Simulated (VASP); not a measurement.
# NaCl (I4/mmm) in VASP: notebook

NaCl is run at these levels: r2SCAN; tasks: single point.

All numbers are computed with VASP 6.6.1; they aren't measurements. Logs are shortened: lines on timing, memory, paths and dates and some standing lists are left out, and cuts for length are marked.

## (1) The cell of the first run

Symmetry: I4/mmm, No. 139, tetragonal system. The conventional cell has a = 4.005 Å, b = 4.005 Å, c = 5.890 Å, α = 90.00°, β = 90.00°, γ = 90.00°. Within 3.7 Å of Na (site symmetry 4/mmm) lie 6 Cl at 2.83 to 2.95 Å. Cl (site symmetry 4/mmm) has 6 Na at 2.83 to 2.95 Å within 3.7 Å.

## (2) Single point, r2SCAN (strain +0.000 along x and y, +0.040 along z)

Input file POSCAR:

```
NaCl
1.0
    0.0000000000      2.8317500000      2.9450200000
    2.8317500000      0.0000000000      2.9450200000
    2.8317500000      2.8317500000      0.0000000000
Na Cl
1 1
Direct
    0.0000000000      0.0000000000      0.0000000000
    0.5000000000      0.5000000000      0.5000000000
```

Input file INCAR.step1:

```
SYSTEM = NaCl
PREC = Accurate ; ENCUT = 520
ISMEAR = 0 ; SIGMA = 0.05
LREAL = .False. ; LASPH = .True.
NELM = 100 ; NBANDS = 14
GGA = PE ; ALGO = Normal
EDIFF = 1E-4 ; LWAVE = .True.
LCHARG = .False.
```

Input file INCAR.step2:

```
SYSTEM = NaCl
PREC = Accurate ; ENCUT = 520
EDIFF = 1E-7 ; ISMEAR = 0
SIGMA = 0.05 ; LREAL = .False.
LASPH = .True. ; NELM = 100
ALGO = Normal ; ISIF = 2
LWAVE = .False. ; LCHARG = .False.
METAGGA = R2SCAN ; LMIXTAU = .True.
NBANDS = 14 ; ISTART = 1
```

Input file KPOINTS:

```
regular mesh
0
Gamma
  8 8 8
  0 0 0
```

Potentials or basis: VASP PAW PBE potentials, release 64 (Na_pv, Cl).

Command:

```sh
cat potpaw_PBE.64/Na_pv/POTCAR potpaw_PBE.64/Cl/POTCAR > POTCAR
cp INCAR.step1 INCAR
mpirun -np 1 vasp_std > vasp.out
cp INCAR.step2 INCAR
mpirun -np 1 vasp_std > vasp.out
```

OUTCAR:

```text
SYSTEM = NaCl
   PREC = Accurate
   ENCUT = 520
   EDIFF = 1E-7
   ISMEAR = 0
   LREAL = .False.
   LASPH = .True.
   NELM = 100
   ISIF = 2
   METAGGA = R2SCAN
   ISTART = 1

 ion  position               nearest neighbor table
   1  0.000  0.000  0.000-
   2  0.500  0.500  0.500-

  LATTYP: Found a body centered tetragonal cell.
 ALAT       =     4.0046992553
 C/A-ratio  =     1.4707821049

  Lattice vectors:

 A1 = (  -2.8317500000,   0.0000000000,   2.9450200000)
 A2 = (   2.8317500000,   0.0000000000,   2.9450200000)
 A3 = (   0.0000000000,   2.8317500000,  -2.9450200000)

Analysis of symmetry for initial positions (statically):
=====================================================================
 Subroutine PRICEL returns:
 Original cell was already a primitive cell.

 Routine SETGRP: Setting up the symmetry group for a
 body centered tetragonal supercell.

 Subroutine GETGRP returns: Found 16 space group operations
 (whereof 16 operations were pure point group operations)
 out of a pool of 16 trial point group operations.

The static configuration has the point symmetry D_4h.

Analysis of symmetry for dynamics (positions and initial velocities):
=====================================================================
 Subroutine PRICEL returns:
 Original cell was already a primitive cell.

 Routine SETGRP: Setting up the symmetry group for a
 body centered tetragonal supercell.

 Subroutine GETGRP returns: Found 16 space group operations
 (whereof 16 operations were pure point group operations)
 out of a pool of 16 trial point group operations.

The dynamic configuration has the point symmetry D_4h.

 Subroutine INISYM returns: Found 16 space group operations
 (whereof 16 operations are pure point group operations),
 and found     1 'primitive' translations

----------------------------------------------------------------------------------------

                                     Primitive cell

  volume of cell :      47.2311

  direct lattice vectors                    reciprocal lattice vectors
     0.000000000  2.831750000  2.945020000    -0.176569259  0.176569259  0.169778134
     2.831750000  0.000000000  2.945020000     0.176569259 -0.176569259  0.169778134
     2.831750000  2.831750000  0.000000000     0.176569259  0.176569259 -0.169778134

  length of vectors
     4.085578400  4.085578400  4.004699255     0.301956986  0.301956986  0.301956986

  position of ions in fractional coordinates (direct lattice)
     0.000000000  0.000000000  0.000000000
     0.500000000  0.500000000  0.500000000

  ion indices of the primitive-cell ions
   primitive index   ion index
                 1           1
                 2           2

----------------------------------------------------------------------------------------

 KPOINTS: regular mesh

Automatic generation of k-mesh.
 Grid dimensions read from file:
 generate k-points for:    8    8    8

 Generating k-lattice:

  Cartesian coordinates                     Fractional coordinates (reciprocal lattice)
    -0.022071157  0.022071157  0.021222267     0.125000000  0.000000000  0.000000000
     0.022071157 -0.022071157  0.021222267     0.000000000  0.125000000  0.000000000
     0.022071157  0.022071157 -0.021222267     0.000000000  0.000000000  0.125000000

  Length of vectors
     0.037744623  0.037744623  0.037744623

  Shift w.r.t. Gamma in fractional coordinates (k-lattice)
     0.000000000  0.000000000  0.000000000

 Subroutine IBZKPT returns following result:
 ===========================================

 Found     59 irreducible k-points:

 Following reciprocal coordinates:
            Coordinates               Weight
  0.000000  0.000000  0.000000      1.000000
  0.125000  0.000000  0.000000      8.000000
  0.250000  0.000000  0.000000      8.000000
  0.375000  0.000000  0.000000      8.000000
  0.500000  0.000000  0.000000      4.000000
  0.125000  0.125000  0.000000      2.000000
[... 16 lines left out ...]
  0.250000  0.000000  0.125000     16.000000
  0.375000  0.000000  0.125000     16.000000
 [... further k-points ...]
   k-points           NKPTS =     59   k-points in BZ     NKDIM =     59   number of bands    NBANDS=     14
   number of dos      NEDOS =    301   number of ions     NIONS =      2
   total plane-waves  NPLWV =  27000
   dimension x,y,z NGX =    30 NGY =   30 NGZ =   30
   dimension x,y,z NGXF=    60 NGYF=   60 NGZF=   60
   ions per type =               1   1
   NGX,Y,Z   is equivalent  to a cutoff of  12.21, 12.21, 12.45 a.u.
   NGXF,Y,Z  is equivalent  to a cutoff of  24.41, 24.41, 24.91 a.u.
 SYSTEM =  NaCl
   PREC   = accura    normal or accurate (medium, high low for compatibility)
   ISTART =      1    job   : 0-new  1-cont  2-samecut
   ICHARG =      0    charge: 1-file 2-atom 10-const
   ISPIN  =      1    spin polarized calculation?
   LNONCOLLINEAR =      F non collinear calculations
   LSORBIT =      F    spin-orbit coupling
   LASPH  =      T    aspherical Exc in radial PAW
   ENCUT  =  520.0 eV  38.22 Ry    6.18 a.u.   7.60  7.60  7.45*2*pi/ulx,y,z
   NELM   =    100;   NELMIN=  2; NELMDL=  0     # of ELM steps
   EDIFF  = 0.1E-06   stopping-criterion for ELM
   LREAL  =      F    real-space projection
   EDIFFG = 0.1E-05   stopping-criterion for IOM
   NSW    =      0    number of steps for IOM
   IBRION =     -1    ionic relax: 0-MD 1-quasi-New 2-CG
   NFREE  =      0    steps in history (QN), initial steepest desc. (CG)
   ISIF   =      2    stress and relaxation
   ISYM   =      2    0-nonsym 1-usesym 2-fastsym
   POTIM  = 0.5000    time-step for ionic-motion
   TEBEG  =    0.0;   TEEND  =   0.0 temperature during run
   PSTRESS=    0.0 pullay stress
   NELECT =      14.0000    total number of electrons
   NUPDOWN=      -1.0000    fix difference up-down
   EMIN   =  10.00;   EMAX   =-10.00  energy-range for DOS
   EFERMI =   0.00;   METHOD = LEGACY
   ISMEAR =     0;   SIGMA  =   0.05  broadening in eV -4-tet -1-fermi 0-gaus
   EFERMI_NEDOS =   21; number of points for ismear=-14 and -15
   IALGO  =     38    algorithm
   IMIX   =      4    mixing-type and parameters
     AMIX     =   0.40;   BMIX     =  1.00
     AMIX_MAG =   1.60;   BMIX_MAG =  1.00
  volume/ion in A,a.u.               =      23.62       159.37
  Fermi-wavevector in a.u.,A,eV,Ry     =   1.091545  2.062720 16.210928  1.191470
  Thomas-Fermi vector in A             =   2.227792
   LORBIT       =      0    0 simple, 1 ext, 2 COOP (PROOUT), +10 PAW based schemes
   METAGGA = R2SCAN    functional components
   LHFCALC =     F    Hartree Fock is set to
   AEXX    =    0.0000 exact exchange contribution
   IVDW    =     0    specifies the selected vdW correction
   LEPSILON=     F    determine dielectric tensor
   LRPA    =     F    only Hartree local field effects (RPA)
 non-spin polarized calculation
 Gauss-broadening in eV      SIGMA  =   0.05
  energy-cutoff  :      520.00
  volume of cell :       47.23
 maximum number of plane-waves:      1291
   NGX = 15   NGY = 15   NGZ = 15

 number of electron      13.9999987 magnetization

 Free energy of the ion-electron system (eV)
  ---------------------------------------------------
  ext. energy  EPLUGINS =         0.00000000
  ---------------------------------------------------
  free energy    TOTEN  =       -13.76432899 eV

  energy without entropy =      -13.76432899  energy(sigma->0) =      -13.76432899

 E-fermi :  -1.1194     XC(G=0):  -8.4023

 val. band max:       -1.4337040422   @ k =   0.0000   0.0000   0.0000
 cond. band min:       4.2648806965   @ k =   0.0000   0.0000   0.0000
 fundamental gap:      5.6985847387
 Fermi energy:        -1.1193752481

 k-point     1 :       0.0000    0.0000    0.0000
  band No.  band energies     occupation
      1     -23.0716      2.00000
      2     -23.0645      2.00000
      3     -23.0642      2.00000
      4     -14.5622      2.00000
      5      -1.4604      2.00000
      6      -1.4604      2.00000
      7      -1.4337      2.00000
      8       4.2649      0.00000
      9      10.0739      0.00000
     10      10.3582      0.00000
     11      10.3582      0.00000
     12      12.2056      0.00000
     13      12.6749      0.00000
     14      13.9282      0.00000

 k-point     2 :       0.1250    0.0000    0.0000
  band No.  band energies     occupation
      1     -23.0730      2.00000
      2     -23.0665      2.00000
      3     -23.0646      2.00000
      4     -14.5211      2.00000
      5      -1.7814      2.00000
      6      -1.4939      2.00000
      7      -1.4849      2.00000
      8       4.7330      0.00000
      9       9.7011      0.00000
     10      10.3568      0.00000
     11      10.5633      0.00000
     12      12.0037      0.00000
     13      12.4013      0.00000
     14      14.8792      0.00000

 k-point     3 :       0.2500    0.0000    0.0000
  band No.  band energies     occupation
      1     -23.0787      2.00000
      2     -23.0695      2.00000
      3     -23.0649      2.00000
      4     -14.4194      2.00000
      5      -2.4483      2.00000
      6      -1.5869      2.00000
      7      -1.5726      2.00000
      8       5.6861      0.00000
      9       9.1272      0.00000
     10      10.4113      0.00000
     11      10.7532      0.00000
     12      12.3307      0.00000
     13      12.4906      0.00000
     14      14.8638      0.00000

 k-point     4 :       0.3750    0.0000    0.0000
  band No.  band energies     occupation
      1     -23.0859      2.00000
      2     -23.0709      2.00000
      3     -23.0652      2.00000
      4     -14.3140      2.00000
      5      -3.0095      2.00000
      6      -1.6842      2.00000
      7      -1.6486      2.00000
      8       6.2848      0.00000
      9       9.3440      0.00000
     10      10.1448      0.00000
     11      10.5229      0.00000
     12      13.7370      0.00000
     13      13.7384      0.00000
     14      14.3481      0.00000

 k-point     5 :       0.5000    0.0000    0.0000
  band No.  band energies     occupation
      1     -23.0891      2.00000
      2     -23.0713      2.00000
      3     -23.0654      2.00000
      4     -14.2692      2.00000
      5      -3.2217      2.00000
      6      -1.7234      2.00000
      7      -1.6793      2.00000
      8       6.3914      0.00000
      9       9.7346      0.00000
     10      10.0144      0.00000
     11      10.3938      0.00000
[... 276 lines left out ...]
 k-point    22 :       0.1250    0.0000    0.1250
  band No.  band energies     occupation
      1     -23.0724      2.00000
      2     -23.0677      2.00000
      3     -23.0654      2.00000
      4     -14.5059      2.00000
      5      -1.8129      2.00000
      6      -1.5639      2.00000
      7      -1.5206      2.00000
      8       4.8955      0.00000
      9       9.4653      0.00000
     10      10.4837      0.00000
     11      10.6698      0.00000
     12      11.6453      0.00000
     13      12.5580      0.00000
     14      15.3902      0.00000

 k-point    23 :       0.2500    0.0000    0.1250
  band No.  band energies     occupation
      1     -23.0758      2.00000
      2     -23.0708      2.00000
      3     -23.0660      2.00000
      4     -14.4252      2.00000
      5      -2.3017      2.00000
      6      -1.6549      2.00000
      7      -1.6185      2.00000
      8       5.7146      0.00000
      9       8.8491      0.00000
     10      10.5476      0.00000
     11      10.8609      0.00000
     12      11.5542      0.00000
     13      12.8810      0.00000
     14      15.9683      0.00000

 k-point    24 :       0.3750    0.0000    0.1250
  band No.  band energies     occupation
      1     -23.0828      2.00000
      2     -23.0719      2.00000
      3     -23.0664      2.00000
      4     -14.3236      2.00000
      5      -2.8342      2.00000
      6      -1.7516      2.00000
      7      -1.7333      2.00000
      8       6.5102      0.00000
      9       8.8311      0.00000
     10       9.9711      0.00000
     11      10.6813      0.00000
     12      12.7010      0.00000
     13      14.0766      0.00000
     14      15.5128      0.00000

 [... further k-points ...]

------------------------ aborting loop because EDIFF is reached ----------------------------------------

  FORCE on cell =-STRESS in cart. coord.  units (eV):
  Direction    XX          YY          ZZ          XY          YZ          ZX
  --------------------------------------------------------------------------------------
  -------------------------------------------------------------------------------------
  Total       -0.4033370     -0.4033370     -0.7615002      0.0000000     -0.0000000     -0.0000000
  in kB      -13.6820299    -13.6820299    -25.8316718      0.0000000     -0.0000000     -0.0000000
  external PRESSURE =     -17.7319106 kB  Pullay stress =       0.0000000 kB

 VOLUME and BASIS-vectors are now :
 -----------------------------------------------------------------------------
  energy-cutoff  :      520.00
  volume of cell :       47.23
      direct lattice vectors                 reciprocal lattice vectors
     0.000000000  2.831750000  2.945020000    -0.176569259  0.176569259  0.169778134
     2.831750000  0.000000000  2.945020000     0.176569259 -0.176569259  0.169778134
     2.831750000  2.831750000  0.000000000     0.176569259  0.176569259 -0.169778134

 POSITION                                       TOTAL-FORCE (eV/Angst)
 -----------------------------------------------------------------------------------
      0.00000      0.00000      0.00000         0.000000     -0.000000      0.000000
      2.83175      2.83175      2.94502        -0.000000      0.000000      0.000000
 -----------------------------------------------------------------------------------
    total drift:                               -0.000000      0.000000      0.000000

  FREE ENERGIE OF THE ION-ELECTRON SYSTEM (eV)
  ---------------------------------------------------
  free  energy   TOTEN  =       -13.7643289858 eV

  energy  without entropy=      -13.7643289858  energy(sigma->0) =      -13.76432899
```

It took 2 min on 1 thread of Intel Xeon Platinum 8488C (Sapphire Rapids), shared host; peak memory 0.18 GiB.

What came out:

```
Free energy            : -13.7643 eV
Pressure               : -1.8 GPa
Band gap on the k mesh : 5.70 eV
```

Levels at points of the mesh, in eV from the valence-band top:
```csv
k point,band 5,band 6,band 7,band 8,band 9,band 10
"(0.00, 0.00, 0.00)",-0.03,-0.03,0.00,5.70,11.51,11.79
"(0.50, 0.00, 0.00)",-1.79,-0.29,-0.25,7.83,11.17,11.45
"(0.50, 0.50, 0.00)",-1.57,-0.53,-0.53,8.30,8.73,11.56
"(0.50, 0.00, 0.50)",-1.56,-0.66,-0.54,8.28,8.59,11.93
```

Caveat: the cell differs from its parent crystal (strain +0.000 along x and y, +0.040 along z); the PAW data sets were made with another functional, which shifts forces and pressure a little. A k mesh can miss the band edges.

(Part 1 of 2 ends here.)
